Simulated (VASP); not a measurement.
Set up this calculation in VASP 6.6.1, as the native input.

```
Task                   : relaxation of cell and atoms
Functional             : PBE
Potentials or basis    : VASP PAW PBE potentials, release 64 (Ca_sv, Tl_d)
Cutoff                 : 600 eV
k mesh                 : 4 × 4 × 4
Occupations            : gaussian, width 0.1 eV
Spin                   : no spin polarisation
Dipole correction      : no
Further INCAR settings : ALGO = Fast; EDIFF = 1e-06; IBRION = 2; EDIFFG = -0.04; NSW = 90; ISIF = 3
```

The structure of CaTl2 lies in POSCAR:

```
CaTl2
1.0
    4.7140767753      0.0000000000      0.0000000000
    0.0000000000      4.7140767753      0.0000000000
    0.0000000000      0.0000000000      7.1927459013
Ca Tl
2 4
Direct
    0.0000000000      0.5000000000      0.7000000000
    0.5000000000      0.0000000000      0.3000000000
    0.0000000000      0.0000000000      0.0000000000
    0.5000000000      0.5000000000      0.0000000000
    0.0000000000      0.5000000000      0.2700000000
    0.5000000000      0.0000000000      0.7300000000
```

One way to write it, as run:

INCAR

```
SYSTEM = CaTl2
  PREC = Accurate
  ENCUT = 600
  EDIFF = 1E-6
  ISMEAR = 0
  SIGMA = 0.1
  LREAL = .FALSE.
  LASPH = .TRUE.
  NELM = 60
  ALGO = Fast
  ISIF = 3
  LWAVE = .FALSE.
  LCHARG = .FALSE.
  GGA = PE
  IBRION = 2
  NSW = 90
  EDIFFG = -0.04
```

KPOINTS

```
regular mesh
0
G
  4 4 4
  0 0 0
```

Potentials or basis: VASP PAW PBE potentials, release 64 (Ca_sv, Tl_d).

Command:

```sh
$ cat potpaw_PBE.64/Ca_sv/POTCAR potpaw_PBE.64/Tl_d/POTCAR > POTCAR
$ mpirun -np 1 vasp_std > vasp.out
```

It gave:

* Relaxed volume: 31.17 Å³/atom
* Relaxed cell: a = 4.904 Å, b = 4.904 Å, c = 7.777 Å, α = 90.00°, β = 90.00°, γ = 90.00°
* Space group after relaxing (to 0.05 Å): P4/nmm (No. 129)
* Energy gained by relaxing: 99.6 meV/atom
* Ionic steps: 6
* Pressure after relaxing: 0.0 GPa
* Largest force after relaxing: 0.029 eV/Å
* Band gap on the k mesh: zero (band 36 reaches 5.68 eV, above the bottom of band 37 at 4.68 eV)

Caveat: the volume moved by over 15 % at a fixed basis, so the end points are rough; spin-orbit coupling is left out, which moves the levels of the heavy elements.

Wall time 16 min on 1 thread of Intel Xeon 6975P-C (shared host), peak memory 0.39 GiB.
